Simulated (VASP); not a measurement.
Input of a VASP 6.6.1 run:

POSCAR

```
Al
1.0
   -0.8436341180      1.6872682361      1.6872682361
    1.6872682361     -0.8436341180      1.6872682361
    1.6872682361      1.6872682361     -0.8436341180
Al
1
Direct
    0.0000000000      0.0000000000      0.0000000000
```

INCAR.step1

```
SYSTEM = Al
PREC = Accurate
ENCUT = 520
ISMEAR = 0
SIGMA = 0.15
LREAL = .False.
LASPH = .True.
NELM = 80
NBANDS = 8
GGA = PE
ALGO = Normal
EDIFF = 1E-4
LWAVE = .True.
LCHARG = .False.
```

File INCAR.step2:

```
SYSTEM = Al
PREC = Accurate
ENCUT = 520
EDIFF = 1E-7
ISMEAR = 0
SIGMA = 0.15
LREAL = .False.
LASPH = .True.
NELM = 80
ALGO = Normal
ISIF = 2
LWAVE = .False.
LCHARG = .False.
METAGGA = R2SCAN
LMIXTAU = .True.
NBANDS = 8
ISTART = 1
```

The input KPOINTS:

```
regular mesh
0
Gamma
  30 30 30
  0 0 0
```

Potentials or basis: VASP PAW PBE potentials, release 64 (Al).

Launch:

```console
$ cat potpaw_PBE.64/Al/POTCAR > POTCAR
$ cp INCAR.step1 INCAR
$ mpirun -np 1 vasp_std > vasp.out
$ cp INCAR.step2 INCAR
$ mpirun -np 1 vasp_std > vasp.out
```

Problem. What does it give for the pressure?

Solution. 18.5 GPa.

Problem. What does it give for the band gap on the k mesh?

Solution. Zero (an odd number of electrons rules out a gap without spin polarisation).

Caveat: the cell stands under pressure; the PAW data sets were made with another functional, which shifts forces and pressure a little.
